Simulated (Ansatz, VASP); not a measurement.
Two plane-wave programs on MgS

The input INCAR:

```
ALGO = Normal ; EDIFF = 1E-6
EDIFFG = -0.001 ; ENCUT = 600
GGA = PS ; IBRION = 2
ISIF = 3 ; ISMEAR = 0
LASPH = True ; LCHARG = False
LREAL = False ; LWAVE = False
NELM = 60 ; NSW = 80
PREC = Accurate ; SIGMA = 0.01
```

Contents of KPOINTS:

```
k-points
0
Gamma
  8 8 8
```

POSCAR

```
MgS
1.0
    0.0000000000      2.5909905695      2.5909905695
    2.5909905695      0.0000000000      2.5909905695
    2.5909905695      2.5909905695      0.0000000000
Mg S
1 1
Direct
    0.0000000000      0.0000000000      0.0000000000
    0.5000000000      0.5000000000      0.5000000000
```

Input for Ansatz:

```yaml
crystal:
  lattice:
    - [0.0, 2.5909905692, 2.5909905692]
    - [2.5909905692, 0.0, 2.5909905692]
    - [2.5909905692, 2.5909905692, 0.0]
  atoms:
    - { symbol: Mg, position: [0.0, 0.0, 0.0] }
    - { symbol: S, position: [0.5, 0.5, 0.5] }
basis:
  ecutwfc: 420
kpoints:
  mp_grid: { grid: [8, 8, 8] }
hamiltonian:
  xc: pbesol
scf:
  occupations: { method: fixed }
output:
  forces: true
  stress: true
  eigenvalues: true
  write_density: true
  write_potential: true
  elf: true
  volumetric_format: npy
relax:
  adjacent_minimum: "off"
  f_tol: 0.001
  max_steps: 60
  cell: { stress_tol: 0.01 }
```

Alike in both runs: task relaxation of cell and atoms; functional PBEsol; k mesh 8 × 8 × 8; no spin polarisation.

|  | VASP | Ansatz |
| --- | --- | --- |
| version | VASP 6.6.1 | Ansatz 0.2.0 |
| potentials or method | VASP PAW PBE potentials, release 64 (Mg, S), cutoff 600 eV | scalar-relativistic, plane waves, PAW |
| occupations | gaussian, width 0.01 eV | fixed |
| valence electrons in the cell | 8 | 16 |

Ansatz gave:

```
gap on the k mesh at the Fermi level, each at its own relaxed structure (eV) : 2.73
relaxed volume (Å³/atom)                                                     : 17.39
relaxed cell length with the largest relative difference (Å)                 : 3.664
```

Q: Which values does VASP return?

A: gap on the k mesh at the Fermi level, each at its own relaxed structure (eV): 2.73; relaxed volume (Å³/atom): 17.36; relaxed cell length with the largest relative difference (Å): 3.662.

VASP's potentials were made for PBE, not for PBEsol. VASP's potentials hold 8 valence electrons a cell and Ansatz's 16, so a difference there can come from the potentials and not from the codes.
